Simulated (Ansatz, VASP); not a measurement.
MnO: VASP beside Ansatz

```
Mn O
1.0
     0.00000    2.22391    2.22391
     2.22391    0.00000    2.22391
     2.22391    2.22391    0.00000
Mn O
1 1
Cartesian
  0.0000 0.0000 0.0000
  2.2239 2.2239 2.2239
```

Alike in both runs: task single point; functional PBE; k mesh 10 × 10 × 10; occupations gaussian, width 0.021 eV; collinear spin.

|  | VASP | Ansatz |
| --- | --- | --- |
| version | VASP 6.6.1 | Ansatz 0.2.0 |
| potentials or method | VASP PAW PBE potentials, release 64 (Mn_pv, O), cutoff 520 eV | all-electron LAPW, scalar-relativistic |

VASP gave:

```
gap on the k mesh at the Fermi level (eV)                     : none
pressure (GPa)                                                : 0.4
net moment per atom (μB)                                      : 2.40
size of the moment on the site where the two differ most (μB) : 0.21
```

Q: Estimate Ansatz's values.

A: gap on the k mesh at the Fermi level (eV): none; pressure (GPa): 0.2; net moment per atom (μB): 2.40; size of the moment on the site where the two differ most (μB): 0.24.

Site moments also hang on the region over which each program counts them. A gap of «none» marks a metal or a gap that the smearing closes. Ansatz ran all-electron here, and VASP with PAW potentials.
